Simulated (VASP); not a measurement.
**HfO2: single point with LDA**

The system is HfO2.

```
Hf O
1.0
     0.00000    2.50088    2.50088
     2.50088    0.00000    2.50088
     2.50088    2.50088    0.00000
Hf O
1 2
Direct
  0.00000 0.00000 0.00000
  0.25000 0.25000 0.25000
  0.75000 0.75000 0.75000
```

* Program: VASP 6.6.1
* Task: single point
* Functional: LDA
* Potentials or basis: VASP PAW LDA potentials, release 64 (Hf_pv, O)
* Cutoff: 600 eV
* k mesh: 8 × 8 × 8
* Occupations: gaussian, width 0.02 eV
* Spin: no spin polarisation
* Dipole correction: no
* Further INCAR settings: ALGO = Normal; EDIFF = 1e-06; NBANDS = 18

```
Pressure               : -3.6 GPa
Band gap on the k mesh : 3.70 eV
```

Levels at points of the mesh, in eV from the valence-band top:
```tsv
k point	band 7	band 8	band 9	band 10	band 11	band 12	band 13	band 14	band 15	band 16
(0.00, 0.00, 0.00)	-5.66	-5.66	-0.63	-0.63	-0.63	3.78	3.78	6.02	10.89	10.89
(0.50, 0.00, 0.00)	-4.59	-3.13	-2.85	-1.88	-1.88	4.57	4.57	7.33	8.93	9.75
(0.50, 0.50, 0.00)	-3.57	-3.57	-1.62	-1.62	0.00	3.70	5.54	6.97	8.45	8.45
```

Run time: 30 s on 1 thread of Intel Xeon 8259CL (shared host), peak memory 0.15 GiB.

Caveat: the cell stands under tension; spin-orbit coupling is left out, which moves the levels of the heavy elements. A k mesh can miss the band edges.
